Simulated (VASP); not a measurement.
Runs of VASP 6.6.1 on Cs2Be. The structure is that of space group Fm-3m (No. 225), or close to it. The cells are those of the table. 

| task | cell | k mesh | cutoff (eV) | gap on the mesh (eV) | pressure (GPa) | relaxed volume (Å³/atom) |
| --- | --- | --- | --- | --- | --- | --- |
| single point | a = 6.419 Å, angles 60.0°, 3 atoms | 10 × 10 × 10 | 520 | none | 0.0 | - |
| relaxation of cell and atoms | relaxed from a = 6.297 Å, angles 60.0°, 3 atoms | 10 × 10 × 10 | 600 | none | 0.0 | 62.50 |
| relaxation of cell and atoms | relaxed from a = 5.147 Å, angles 60.0°, 3 atoms | 4 × 4 × 4 | 600 | none | 0.0 | 62.23 |
| single point | a = 6.297 Å, angles 60.0°, 3 atoms | 4 × 4 × 4 | 520 | none | (a) | - |

Alike in all rows: level PBE; potentials or basis VASP PAW PBE potentials, release 64 (Cs_sv, Be); no spin polarisation; smearing gaussian 0.1 eV.

Task: Estimate the missing entries.

Result: (a) 0.3.

Caveats: some runs use coarse meshes; spin-orbit coupling is left out, which moves the levels of the heavy elements; the volume moved by over 15 % at a fixed basis, so the end points are rough (at least some runs).

A k mesh can miss the band edges, and the runs leave out spin-orbit coupling on Cs.

A gap of «none» marks levels without a gap at the run's occupations.
